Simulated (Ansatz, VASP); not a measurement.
One calculation of ZnS, two programs

```xyz
4
Lattice="3.8070 0.0000 0.0000 -1.9035 3.2969 0.0000 0.0000 0.0000 6.2466" Properties=species:S:1:pos:R:3 pbc="T T T"
Zn    0.0000    2.1979   -0.2334
Zn    1.9035    1.0990    2.8900
S     0.0000    2.1979    2.5758
S     1.9035    1.0990    5.6992
```

Change from the starting cell: polar distortion scaled by 0.40.

Alike in both runs: task single point; functional r2SCAN; k mesh 9 × 9 × 4; no spin polarisation.

|  | VASP | Ansatz |
| --- | --- | --- |
| version | VASP 6.6.1 | Ansatz 0.2.0 |
| potentials or method | VASP PAW PBE potentials, release 64 (Zn, S), cutoff 520 eV | scalar-relativistic, plane waves, PAW |
| occupations | gaussian, width 0.01 eV | fixed |
| valence electrons in the cell | 36 | 36 |

```csv
,VASP,Ansatz,Ansatz less VASP
gap on the k mesh at the Fermi level (eV),3.10,3.09,-0.009
least direct gap on the mesh (eV),3.10,3.09,-0.009
pressure (GPa),4.1,4.0,-0.11
"traceless stress, the component that is largest in VASP (GPa)",-5.12,-5.05,+0.060
rms of the force components (eV/Å),0.401,0.403,+0.0018
```

VASP's potentials were made for PBE, not for r2SCAN. Atom by atom the forces differ by 0.002 eV/Å (rms over components).
